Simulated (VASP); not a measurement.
# PbS (Fm-3m) in VASP: further runs

PbS is run at these levels: PBEsol; tasks: single point, relaxation of cell and atoms.

Program: VASP 6.6.1. These are calculated values, not measurements. Logs are shortened: lines on timing, memory, paths and dates and some standing lists are left out, and cuts for length are marked.

## 1. The cell of the first run

The structure is cubic, space group Fm-3m (No. 225). Conventional cell: a = 5.904 Å, b = 5.904 Å, c = 5.904 Å, α = 90.00°, β = 90.00°, γ = 90.00°. Pb (site symmetry m-3m) has 6 S at 2.95 Å within 3.9 Å. Within 3.9 Å of S (site symmetry m-3m) lie 6 Pb at 2.95 Å.

## 2. Single point, PBEsol

The input, INCAR:

```
PREC = Accurate ; ENCUT = 520
EDIFF = 1E-6 ; ISMEAR = 0
SIGMA = 0.01 ; LREAL = False
LASPH = True ; NELM = 100
ALGO = Normal ; ISIF = 2
LWAVE = False ; LCHARG = False
GGA = PS ; NBANDS = 17
```

The input, KPOINTS:

```
regular mesh
0
Gamma
  10 10 10
```

The input, POSCAR:

```
PbS
1.0
    0.0000000000      2.9517542506      2.9517542506
    2.9517542506      0.0000000000      2.9517542506
    2.9517542506      2.9517542506      0.0000000000
Pb S
1 1
Direct
    0.0000000000      0.0000000000      0.0000000000
    0.5000000000      0.5000000000      0.5000000000
```

Potentials or basis: VASP PAW PBE potentials, release 64 (Pb_d, S).

On the command line:

```sh
> cat potpaw_PBE.64/Pb_d/POTCAR potpaw_PBE.64/S/POTCAR > POTCAR
> mpirun -np 1 vasp_std > vasp.out
```

OUTCAR:

```text
PREC = Accurate
   ENCUT = 520
   EDIFF = 1E-6
   ISMEAR = 0
   LREAL = False
   LASPH = True
   NELM = 100
   ISIF = 2
   GGA = PS

 ion  position               nearest neighbor table
   1  0.000  0.000  0.000-   2 2.95   2 2.95   2 2.95   2 2.95   2 2.95   2 2.95
   2  0.500  0.500  0.500-   1 2.95   1 2.95   1 2.95   1 2.95   1 2.95   1 2.95

  LATTYP: Found a face centered cubic cell.
 ALAT       =     5.9035085012

  Lattice vectors:

 A1 = (   0.0000000000,   2.9517542506,   2.9517542506)
 A2 = (   2.9517542506,   0.0000000000,   2.9517542506)
 A3 = (   2.9517542506,   2.9517542506,   0.0000000000)

Analysis of symmetry for initial positions (statically):
=====================================================================
 Subroutine PRICEL returns:
 Original cell was already a primitive cell.

 Routine SETGRP: Setting up the symmetry group for a
 face centered cubic supercell.

 Subroutine GETGRP returns: Found 48 space group operations
 (whereof 48 operations were pure point group operations)
 out of a pool of 48 trial point group operations.

The static configuration has the point symmetry O_h .

Analysis of symmetry for dynamics (positions and initial velocities):
=====================================================================
 Subroutine PRICEL returns:
 Original cell was already a primitive cell.

 Routine SETGRP: Setting up the symmetry group for a
 face centered cubic supercell.

 Subroutine GETGRP returns: Found 48 space group operations
 (whereof 48 operations were pure point group operations)
 out of a pool of 48 trial point group operations.

The dynamic configuration has the point symmetry O_h .

 Subroutine INISYM returns: Found 48 space group operations
 (whereof 48 operations are pure point group operations),
 and found     1 'primitive' translations

----------------------------------------------------------------------------------------

                                     Primitive cell

  volume of cell :      51.4364

  direct lattice vectors                    reciprocal lattice vectors
     0.000000000  2.951754251  2.951754251    -0.169390795  0.169390795  0.169390795
     2.951754251  0.000000000  2.951754251     0.169390795 -0.169390795  0.169390795
     2.951754251  2.951754251  0.000000000     0.169390795  0.169390795 -0.169390795

  length of vectors
     4.174410894  4.174410894  4.174410894     0.293393464  0.293393464  0.293393464

  position of ions in fractional coordinates (direct lattice)
     0.000000000  0.000000000  0.000000000
     0.500000000  0.500000000  0.500000000

  ion indices of the primitive-cell ions
   primitive index   ion index
                 1           1
                 2           2

----------------------------------------------------------------------------------------

 KPOINTS: regular mesh

Automatic generation of k-mesh.
 Grid dimensions read from file:
 generate k-points for:   10   10   10

 Generating k-lattice:

  Cartesian coordinates                     Fractional coordinates (reciprocal lattice)
    -0.016939080  0.016939080  0.016939080     0.100000000  0.000000000  0.000000000
     0.016939080 -0.016939080  0.016939080     0.000000000  0.100000000  0.000000000
     0.016939080  0.016939080 -0.016939080     0.000000000  0.000000000  0.100000000

  Length of vectors
     0.029339346  0.029339346  0.029339346

  Shift w.r.t. Gamma in fractional coordinates (k-lattice)
     0.000000000  0.000000000  0.000000000

 Subroutine IBZKPT returns following result:
 ===========================================

 Found     47 irreducible k-points:

 Following reciprocal coordinates:
            Coordinates               Weight
  0.000000  0.000000  0.000000      1.000000
  0.100000  0.000000  0.000000      8.000000
  0.200000  0.000000  0.000000      8.000000
  0.300000  0.000000  0.000000      8.000000
  0.400000  0.000000  0.000000      8.000000
  0.500000  0.000000  0.000000      4.000000
[... 16 lines left out ...]
  0.300000  0.300000  0.000000      6.000000
  0.400000  0.300000  0.000000     24.000000
 [... further k-points ...]
   k-points           NKPTS =     47   k-points in BZ     NKDIM =     47   number of bands    NBANDS=     17
   number of dos      NEDOS =    301   number of ions     NIONS =      2
   total plane-waves  NPLWV =  32768
   dimension x,y,z NGX =    32 NGY =   32 NGZ =   32
   dimension x,y,z NGXF=    64 NGYF=   64 NGZF=   64
   ions per type =               1   1
   NGX,Y,Z   is equivalent  to a cutoff of  12.74, 12.74, 12.74 a.u.
   NGXF,Y,Z  is equivalent  to a cutoff of  25.49, 25.49, 25.49 a.u.
 SYSTEM =  unknown system
   PREC   = accura    normal or accurate (medium, high low for compatibility)
   ISTART =      0    job   : 0-new  1-cont  2-samecut
   ICHARG =      2    charge: 1-file 2-atom 10-const
   ISPIN  =      1    spin polarized calculation?
   LNONCOLLINEAR =      F non collinear calculations
   LSORBIT =      F    spin-orbit coupling
   LASPH  =      T    aspherical Exc in radial PAW
   ENCUT  =  520.0 eV  38.22 Ry    6.18 a.u.   7.76  7.76  7.76*2*pi/ulx,y,z
   NELM   =    100;   NELMIN=  2; NELMDL= -5     # of ELM steps
   EDIFF  = 0.1E-05   stopping-criterion for ELM
   LREAL  =      F    real-space projection
   EDIFFG = 0.1E-04   stopping-criterion for IOM
   NSW    =      0    number of steps for IOM
   IBRION =     -1    ionic relax: 0-MD 1-quasi-New 2-CG
   NFREE  =      0    steps in history (QN), initial steepest desc. (CG)
   ISIF   =      2    stress and relaxation
   ISYM   =      2    0-nonsym 1-usesym 2-fastsym
   POTIM  = 0.5000    time-step for ionic-motion
   TEBEG  =    0.0;   TEEND  =   0.0 temperature during run
   PSTRESS=    0.0 pullay stress
   NELECT =      20.0000    total number of electrons
   NUPDOWN=      -1.0000    fix difference up-down
   EMIN   =  10.00;   EMAX   =-10.00  energy-range for DOS
   EFERMI =   0.00;   METHOD = LEGACY
   ISMEAR =     0;   SIGMA  =   0.01  broadening in eV -4-tet -1-fermi 0-gaus
   EFERMI_NEDOS =   21; number of points for ismear=-14 and -15
   IALGO  =     38    algorithm
   IMIX   =      4    mixing-type and parameters
     AMIX     =   0.40;   BMIX     =  1.00
     AMIX_MAG =   1.60;   BMIX_MAG =  1.00
  volume/ion in A,a.u.               =      25.72       173.55
  Fermi-wavevector in a.u.,A,eV,Ry     =   1.194890  2.258015 19.425886  1.427762
  Thomas-Fermi vector in A             =   2.330869
   LORBIT       =      0    0 simple, 1 ext, 2 COOP (PROOUT), +10 PAW based schemes
   GGA     = PS    functional components
   LHFCALC =     F    Hartree Fock is set to
   AEXX    =    0.0000 exact exchange contribution
   IVDW    =     0    specifies the selected vdW correction
   LEPSILON=     F    determine dielectric tensor
   LRPA    =     F    only Hartree local field effects (RPA)
 non-spin polarized calculation
 Gauss-broadening in eV      SIGMA  =   0.01
  energy-cutoff  :      520.00
  volume of cell :       51.44
 maximum number of plane-waves:      1411
   NGX = 15   NGY = 15   NGZ = 15

 number of electron      19.9999997 magnetization

 Free energy of the ion-electron system (eV)
  ---------------------------------------------------
  ext. energy  EPLUGINS =         0.00000000
  ---------------------------------------------------
  free energy    TOTEN  =        -9.45683087 eV

  energy without entropy =       -9.45683087  energy(sigma->0) =       -9.45683087

 E-fermi :   6.0198     XC(G=0):  -9.9535

 val. band max:        5.8936517844   @ k =   0.5000   0.0000   0.0000
 cond. band min:       6.0939085795   @ k =   0.5000   0.0000   0.0000
 fundamental gap:      0.2002567951
 Fermi energy:         6.0198364129

 k-point     1 :       0.0000    0.0000    0.0000
  band No.  band energies     occupation
      1     -10.8909      2.00000
      2     -10.8909      2.00000
      3     -10.8909      2.00000
      4     -10.8780      2.00000
      5     -10.8780      2.00000
      6      -7.8564      2.00000
[... 9 lines left out ...]
     16      12.4847      0.00000
     17      14.2789      0.00000

 k-point     2 :       0.1000    0.0000    0.0000
  band No.  band energies     occupation
      1     -10.8904      2.00000
      2     -10.8887      2.00000
      3     -10.8887      2.00000
      4     -10.8786      2.00000
      5     -10.8786      2.00000
      6      -7.7675      2.00000
[... 9 lines left out ...]
     16      12.7459      0.00000
     17      15.1679      0.00000

 k-point     3 :       0.2000    0.0000    0.0000
  band No.  band energies     occupation
      1     -10.8930      2.00000
      2     -10.8930      2.00000
      3     -10.8894      2.00000
      4     -10.8703      2.00000
      5     -10.8703      2.00000
      6      -7.5120      2.00000
[... 9 lines left out ...]
     16      13.3315      0.00000
     17      16.8382      0.00000

 k-point     4 :       0.3000    0.0000    0.0000
  band No.  band energies     occupation
      1     -10.9026      2.00000
      2     -10.9026      2.00000
      3     -10.8886      2.00000
      4     -10.8557      2.00000
      5     -10.8557      2.00000
      6      -7.1323      2.00000
[... 9 lines left out ...]
     16      14.1916      0.00000
     17      18.1896      0.00000

 k-point     5 :       0.4000    0.0000    0.0000
  band No.  band energies     occupation
      1     -10.9107      2.00000
      2     -10.9107      2.00000
      3     -10.8883      2.00000
      4     -10.8435      2.00000
      5     -10.8435      2.00000
      6      -6.7379      2.00000
[... 9 lines left out ...]
     16      15.2432      0.00000
     17      17.2868      0.00000

 k-point     6 :       0.5000    0.0000    0.0000
  band No.  band energies     occupation
      1     -10.9138      2.00000
      2     -10.9138      2.00000
      3     -10.8882      2.00000
      4     -10.8387      2.00000
      5     -10.8387      2.00000
      6      -6.5510      2.00000
[... 9 lines left out ...]
     16      15.9442      0.00000
     17      16.3729      0.00000

 k-point     7 :       0.1000    0.1000    0.0000
  band No.  band energies     occupation
      1     -10.8936      2.00000
      2     -10.8863      2.00000
      3     -10.8849      2.00000
      4     -10.8849      2.00000
      5     -10.8753      2.00000
      6      -7.7368      2.00000
[... 9 lines left out ...]
     16      13.3128      0.00000
     17      15.0735      0.00000

 k-point     8 :       0.2000    0.1000    0.0000
  band No.  band energies     occupation
      1     -10.8983      2.00000
      2     -10.8936      2.00000
      3     -10.8838      2.00000
      4     -10.8767      2.00000
      5     -10.8677      2.00000
      6      -7.5337      2.00000
[... 9 lines left out ...]
     16      13.9378      0.00000
     17      15.9399      0.00000
[... 203 lines left out ...]
      1     -10.9557      2.00000
      2     -10.8902      2.00000
      3     -10.8862      2.00000
      4     -10.8535      2.00000
      5     -10.8357      2.00000
      6      -6.4080      2.00000
[... 9 lines left out ...]
     16      16.3437      0.00000
     17      16.8835      0.00000

 k-point    20 :      -0.4000    0.2000    0.0000
  band No.  band energies     occupation
      1     -10.9468      2.00000
      2     -10.8963      2.00000
      3     -10.8775      2.00000
      4     -10.8557      2.00000
      5     -10.8415      2.00000
      6      -6.3603      2.00000
[... 9 lines left out ...]
     16      15.2354      0.00000
     17      17.5772      0.00000

 k-point    21 :      -0.3000    0.2000    0.0000
  band No.  band energies     occupation
      1     -10.9296      2.00000
      2     -10.8985      2.00000
      3     -10.8777      2.00000
      4     -10.8553      2.00000
      5     -10.8538      2.00000
      6      -6.6162      2.00000
[... 9 lines left out ...]
     16      15.7589      0.00000
     17      16.9299      0.00000

 k-point    22 :      -0.2000    0.2000    0.0000
  band No.  band energies     occupation
      1     -10.9106      2.00000
      2     -10.8973      2.00000
      3     -10.8841      2.00000
      4     -10.8665      2.00000
      5     -10.8548      2.00000
      6      -6.9926      2.00000
[... 9 lines left out ...]
     16      15.6859      0.00000
     17      16.1095      0.00000

 k-point    23 :       0.3000    0.3000    0.0000
  band No.  band energies     occupation
      1     -10.9723      2.00000
      2     -10.9092      2.00000
      3     -10.8596      2.00000
      4     -10.8483      2.00000
      5     -10.8483      2.00000
      6      -6.8512      2.00000
[... 9 lines left out ...]
     16      16.4165      0.00000
     17      16.7321      0.00000

 k-point    24 :       0.4000    0.3000    0.0000
  band No.  band energies     occupation
      1     -10.9950      2.00000
      2     -10.9093      2.00000
      3     -10.8621      2.00000
      4     -10.8414      2.00000
      5     -10.8367      2.00000
      6      -6.5406      2.00000
[... 9 lines left out ...]
     16      16.8541      0.00000
     17      17.4868      0.00000

 [... further k-points ...]

------------------------ aborting loop because EDIFF is reached ----------------------------------------

  FORCE on cell =-STRESS in cart. coord.  units (eV):
  Direction    XX          YY          ZZ          XY          YZ          ZX
  --------------------------------------------------------------------------------------
  -------------------------------------------------------------------------------------
  Total       -0.0217858     -0.0217858     -0.0217858      0.0000000      0.0000000      0.0000000
  in kB       -0.6786005     -0.6786005     -0.6786005      0.0000000      0.0000000      0.0000000
  external PRESSURE =      -0.6786005 kB  Pullay stress =       0.0000000 kB

 VOLUME and BASIS-vectors are now :
 -----------------------------------------------------------------------------
  energy-cutoff  :      520.00
  volume of cell :       51.44
      direct lattice vectors                 reciprocal lattice vectors
     0.000000000  2.951754251  2.951754251    -0.169390795  0.169390795  0.169390795
     2.951754251  0.000000000  2.951754251     0.169390795 -0.169390795  0.169390795
     2.951754251  2.951754251  0.000000000     0.169390795  0.169390795 -0.169390795

 POSITION                                       TOTAL-FORCE (eV/Angst)
 -----------------------------------------------------------------------------------
      0.00000      0.00000      0.00000        -0.000000     -0.000000     -0.000000
      2.95175      2.95175      2.95175         0.000000      0.000000      0.000000
 -----------------------------------------------------------------------------------
    total drift:                                0.000000     -0.000000     -0.000000

  FREE ENERGIE OF THE ION-ELECTRON SYSTEM (eV)
  ---------------------------------------------------
  free  energy   TOTEN  =        -9.4568308699 eV

  energy  without entropy=       -9.4568308699  energy(sigma->0) =       -9.45683087
```

Run time: 36 s. Hardware: 1 thread of Intel Xeon 8259CL, shared host; peak memory 0.2 GiB.

What came out:

| Quantity | Value |
| --- | --- |
| Free energy | -9.4568 eV |
| Pressure | -0.1 GPa |
| Band gap on the k mesh | 0.20 eV |

Caveat: the PAW data sets were made with another functional, which shifts forces and pressure a little; spin-orbit coupling is left out, which moves the levels of the heavy elements.

[end of part 1 of 3]
